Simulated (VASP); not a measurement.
Na16Cu (a cell with a defect): single point with PBE

System: Na16Cu (a cell with a defect).

```xyz
17
Lattice="8.4600 0.0000 0.0000 0.0000 8.4600 0.0000 0.0000 0.0000 8.4600" Properties=species:S:1:pos:R:3 pbc="T T T"
Na    0.3547    0.0008    0.0334
Na    3.8210    0.0010   -0.4104
Na    0.1048    4.2305    0.3481
Na   -0.4847   -0.0002    3.7437
Na    2.1858    1.9462    2.5634
Na    4.2329    4.2303   -0.0040
Na    4.2648    0.0004    4.5809
Na    6.0623    1.9238    1.8321
Na   -0.2057    4.2310    4.0224
Na    2.1862    6.5147    2.5626
Na    2.0786    2.5697    6.3086
Na    4.5804    4.2308    4.3358
Na    6.0620    6.5373    1.8314
Na    6.7958    1.9445    6.4116
Na    2.0787    5.8920    6.3090
Na    6.7955    6.5166    6.4123
Cu    1.4550    0.0008    5.6821
```

```yaml
Program: VASP 6.6.1
Task: single point
Functional: PBE
Potentials_or_basis: VASP PAW PBE potentials, release 64 (Na_pv, Cu)
Cutoff: 520 eV
k_mesh: 2 × 2 × 2
Occupations: gaussian, width 0.15 eV
Spin: no spin polarisation
```

- Pressure: 0.1 GPa
- Largest force: 0.007 eV/Å
- Band gap on the k mesh: zero (an odd number of electrons rules out a gap without spin polarisation)

Forces on the atoms (eV/Å):
```
Na  -0.002  0.000  0.001
Na   0.003  0.000  0.002
Na   0.000  0.000  0.000
Na   0.000  0.000 -0.003
Na  -0.001  0.001 -0.002
Na   0.005  0.000  0.005
Na   0.001  0.000  0.001
Na  -0.001  0.005 -0.002
Na   0.000  0.000  0.000
Na  -0.001 -0.001 -0.002
Na   0.000  0.000 -0.001
Na   0.000  0.000  0.000
Na  -0.001 -0.005 -0.002
Na  -0.002  0.002  0.001
Na   0.000 -0.001 -0.001
Na  -0.002 -0.002  0.001
Cu  -0.002  0.000  0.000
```

Stress tensor (GPa, compression positive):
```
0.00 0.00 0.35
0.00 0.23 0.00
0.35 0.00 0.00
```

Levels at points of the mesh, in eV from the Fermi level:
```csv
k point,band 56,band 57,band 58,band 59,band 60,band 61,band 62,band 63,band 64,band 65
"(0.00, 0.00, 0.00)",-1.08,-1.02,-0.99,-0.96,-0.86,0.24,0.74,0.82,0.88,0.96
"(0.50, 0.00, 0.00)",-1.38,-0.60,-0.54,-0.54,-0.45,-0.43,-0.40,-0.38,1.00,1.27
"(0.00, 0.50, 0.00)",-1.40,-0.59,-0.59,-0.57,-0.43,-0.40,-0.36,-0.33,1.10,1.16
"(0.00, 0.00, 0.50)",-1.38,-0.60,-0.54,-0.54,-0.45,-0.43,-0.40,-0.38,1.00,1.27
"(0.50, 0.50, 0.00)",-1.97,-1.88,-0.64,-0.19,-0.01,0.02,0.09,0.09,0.10,0.11
"(0.00, 0.50, 0.50)",-1.97,-1.88,-0.64,-0.19,-0.01,0.02,0.09,0.09,0.10,0.11
"(0.50, 0.00, 0.50)",-1.97,-1.88,-0.75,-0.15,-0.02,0.01,0.05,0.06,0.17,0.18
"(0.50, 0.50, 0.50)",-1.57,-1.54,-1.52,-1.44,-1.40,-1.38,1.48,1.78,1.81,1.83
```

Wall time 4.8 min on 1 thread of Intel(R) Xeon(R) Platinum 8488C (Sapphire Rapids), with other jobs on the host, peak memory 0.65 GiB.

Caveat: the k points lie up to 0.37 Å⁻¹ apart, too coarse for converged energies and pressures of a metal.
